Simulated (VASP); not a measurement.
Set up this calculation in VASP 6.6.1, as the native input.

```
Task                   : single point
Functional             : PBE
Potentials or basis    : VASP PAW PBE potentials, release 64 (Ru_pv)
Cutoff                 : 520 eV
k mesh                 : 18 × 18 × 10
Occupations            : gaussian, width 0.05 eV
Spin                   : no spin polarisation
Dipole correction      : no
Further INCAR settings : ALGO = Normal; EDIFF = 1e-07; NBANDS = 21
```

The structure of Ru lies in POSCAR:

```
Ru
1.0
    2.7194291604      0.0000000000      0.0000000000
   -1.3597145802      2.3550947367      0.0000000000
    0.0000000000      0.0000000000      4.2975828232
Ru
2
Direct
    0.3333333333      0.6666666667      0.7500000000
    0.6666666667      0.3333333333      0.2500000000
```

The input as run:

INCAR

```
  PREC = Accurate
  ENCUT = 520
  EDIFF = 1E-7
  ISMEAR = 0
  SIGMA = 0.05
  LREAL = False
  LASPH = True
  NELM = 100
  ALGO = Normal
  ISIF = 2
  LWAVE = False
  LCHARG = False
  GGA = PE
  NBANDS = 21
```

KPOINTS

```
Automatic mesh
0
Gamma
  18 18 10
```

Potentials or basis: VASP PAW PBE potentials, release 64 (Ru_pv).

The run is started by

```bash
$ cat potpaw_PBE.64/Ru_pv/POTCAR > POTCAR
$ mpirun -np 1 vasp_std > vasp.out
```

Results of the run:

```json
{
 "Pressure": "-0.1 GPa",
 "Band gap on the k mesh": "zero (bands 14 and 15 overlap by 3.07 eV)"
}
```

Run time: 51 s on 1 thread of Intel(R) Xeon(R) Platinum 8488C (Sapphire Rapids), on a shared host, peak memory 0.21 GiB.
